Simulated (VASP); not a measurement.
Fe: single point with PBE

The system is Fe.

```
Fe
1.0
     2.70426    0.00000    0.00000
     0.00000    2.70426    0.00000
     0.00000    0.00000    3.00754
Fe
2
Direct
  0.00000 0.00000 0.00000
  0.50000 0.50000 0.50000
```

This cell differs from its parent crystal: biaxial strain in the a-b plane: -4.5 %, then relaxed in part.

```yaml
Program: VASP 6.6.1
Task: single point
Functional: PBE
Potentials_or_basis: VASP PAW PBE potentials, release 64 (Fe)
Cutoff: 520 eV
k_mesh: 14 × 14 × 14
Occupations: gaussian, width 0.1 eV
Spin: collinear spin, ferromagnetic start
Starting_moments: "[2.44, 2.44] μB"
```

```
Pressure                                              : 7.9 GPa
Net moment                                            : 4.34 μB per cell
Site moments                                          : Fe +2.16 μB
Valence electrons inside the program's atomic spheres : Fe 7.34
```

Stress tensor (GPa, compression positive):
```
11.93  0.00  0.00
 0.00 11.93  0.00
 0.00  0.00 -0.01
```

Levels at points of the mesh, in eV from the Fermi level:
Spin up:
```tsv
k point	band 8	band 9	band 10	band 11	band 12	band 13
(0.00, 0.00, 0.00)	-0.95	-0.04	0.22	0.22	7.50	11.57
(0.50, 0.00, 0.00)	-1.87	-1.17	-1.17	0.67	0.67	15.55
(0.50, 0.50, 0.00)	-0.65	0.49	0.49	1.11	1.11	8.40
(0.00, 0.00, 0.50)	-1.69	-1.06	-1.06	-0.55	-0.55	17.99
(0.50, 0.00, 0.50)	-0.75	0.21	0.21	0.32	0.32	7.29
(0.50, 0.50, 0.50)	-1.10	-0.64	-0.64	8.63	8.63	8.63
```
Spin down:
| k point | band 4 | band 5 | band 6 | band 7 | band 8 | band 9 |
| --- | --- | --- | --- | --- | --- | --- |
| (0.00, 0.00, 0.00) | -0.72 | -0.72 | 0.05 | 1.11 | 1.91 | 2.26 |
| (0.50, 0.00, 0.00) | -0.86 | -0.62 | -0.62 | 0.12 | 0.12 | 0.77 |
| (0.50, 0.50, 0.00) | -2.43 | 1.27 | 1.27 | 1.98 | 1.98 | 2.07 |
| (0.00, 0.00, 0.50) | -1.17 | 0.12 | 0.12 | 0.12 | 0.12 | 1.12 |
| (0.50, 0.00, 0.50) | -1.50 | 0.33 | 0.33 | 0.98 | 0.98 | 1.96 |
| (0.50, 0.50, 0.50) | -1.90 | -1.90 | -1.90 | 1.74 | 1.74 | 2.10 |

Run time: 67 s on 1 thread of Intel(R) Xeon(R) 6975P-C (Granite Rapids) (shared host), peak memory 0.27 GiB.

Caveat: the cell differs from its parent crystal (biaxial strain in the a-b plane: -4.5 %, then relaxed in part); the stress differs along the axes, from -0 to 12 GPa.
